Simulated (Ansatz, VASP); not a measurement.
**One calculation of CuI, two programs**

```xyz
4
Lattice="3.5037 -3.5932 0.0000 3.5037 3.5932 0.0000 0.0000 0.0000 4.2909" Properties=species:S:1:pos:R:3 pbc="T T T"
Cu    3.5037    0.5979    3.2182
Cu    3.5037   -0.5979    1.0727
I     3.5037   -2.0036    3.2182
I     3.5037    2.0036    1.0727
```

Change from the starting cell: uniaxial_z strain -0.7%.

Alike in both runs: task single point; functional r2SCAN; k mesh 6 × 6 × 6; no spin polarisation.

```csv
,VASP,Ansatz
version,VASP 6.6.1,Ansatz 0.2.0
potentials or method,"VASP PAW PBE potentials, release 64 (Cu, I)","plane waves, PAW"
plane-wave cutoff (eV),520,500
occupations,"gaussian, width 0.01 eV",fixed
valence electrons in the cell,36,72
```

VASP gave:

```
gap on the k mesh at the Fermi level (eV)                     : 1.33
pressure (GPa)                                                : 1.4
traceless stress, the component that is largest in VASP (GPa) : 0.41
rms of the force components (eV/Å)                            : 0.016
```

Question: What did Ansatz give for the same quantities?

Answer: gap on the k mesh at the Fermi level (eV): 1.33; pressure (GPa): 1.4; traceless stress, the component that is largest in VASP (GPa): 0.39; rms of the force components (eV/Å): 0.007.

VASP's potentials were made for PBE, not for r2SCAN. Atom by atom the forces differ by 0.014 eV/Å (rms over components). VASP's potentials hold 36 valence electrons a cell and Ansatz's 72, so a difference there can come from the potentials and not from the codes.

Neither program's run includes spin-orbit coupling.
